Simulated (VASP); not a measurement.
Input of a VASP 6.6.1 run:

File POSCAR:

```
Yb
1.0
    0.0000000000      2.7153900247      2.7153900247
    2.7153900247      0.0000000000      2.7153900247
    2.7153900247      2.7153900247      0.0000000000
Yb
1
Direct
    0.0000000000      0.0000000000      0.0000000000
```

Contents of INCAR.step1:

```
SYSTEM = Yb
PREC     = Accurate       ! precision mode
ENCUT    = 600            ! plane-wave cutoff, eV
ISMEAR   = -1             ! smearing method
SIGMA    = 0.05           ! smearing width, eV
LREAL    = .FALSE.        ! projectors in reciprocal space
LASPH    = .TRUE.         ! aspherical terms in the spheres
NELM     = 100            ! most SCF steps
GGA      = PE             ! functional
ALGO     = Normal         ! electronic algorithm
EDIFF    = 1E-4           ! SCF threshold, eV
LWAVE    = .TRUE.         ! write WAVECAR
LCHARG   = .FALSE.        ! write CHGCAR
```

Contents of INCAR.step2:

```
SYSTEM = Yb
PREC     = Accurate       ! precision mode
ENCUT    = 600            ! plane-wave cutoff, eV
EDIFF    = 1E-7           ! SCF threshold, eV
ISMEAR   = -1             ! smearing method
SIGMA    = 0.05           ! smearing width, eV
LREAL    = .FALSE.        ! projectors in reciprocal space
LASPH    = .TRUE.         ! aspherical terms in the spheres
NELM     = 100            ! most SCF steps
ALGO     = Normal         ! electronic algorithm
ISIF     = 3              ! what is computed and relaxed
LWAVE    = .FALSE.        ! write WAVECAR
LCHARG   = .FALSE.        ! write CHGCAR
METAGGA  = R2SCAN         ! meta-GGA
LMIXTAU  = .TRUE.       
IBRION   = 2              ! ionic algorithm
NSW      = 100            ! ionic steps
EDIFFG   = -0.005         ! ionic threshold
ISTART   = 1
```

Contents of KPOINTS:

```
Automatic mesh
0
G
  10 10 10
  0 0 0
```

Potentials or basis: VASP PAW PBE potentials, release 64 (Yb).

Run with:

```sh
$ cat potpaw_PBE.64/Yb/POTCAR > POTCAR
$ cp INCAR.step1 INCAR
$ mpirun -np 1 vasp_std > vasp.out
$ cp INCAR.step2 INCAR
$ mpirun -np 1 vasp_std > vasp.out
```

Task: Estimate the relaxed volume.

Result: 34.75 Å³/atom.

Task: What does it give for the relaxed cell?

Result: a = 3.663 Å, b = 3.663 Å, c = 3.663 Å, α = 60.00°, β = 60.00°, γ = 60.00°.

Final structure:
```
Yb
1.0
     0.00000    2.59017    2.59017
     2.59017    0.00000    2.59017
     2.59017    2.59017    0.00000
Yb
1
Direct
  0.00000 0.00000 0.00000
```

Caveat: the PAW data sets were made with another functional, which shifts forces and pressure a little; spin-orbit coupling is left out, which moves the levels of the heavy elements. Spin polarisation is off, so any magnetic state and its effect on volume and gap are missing.
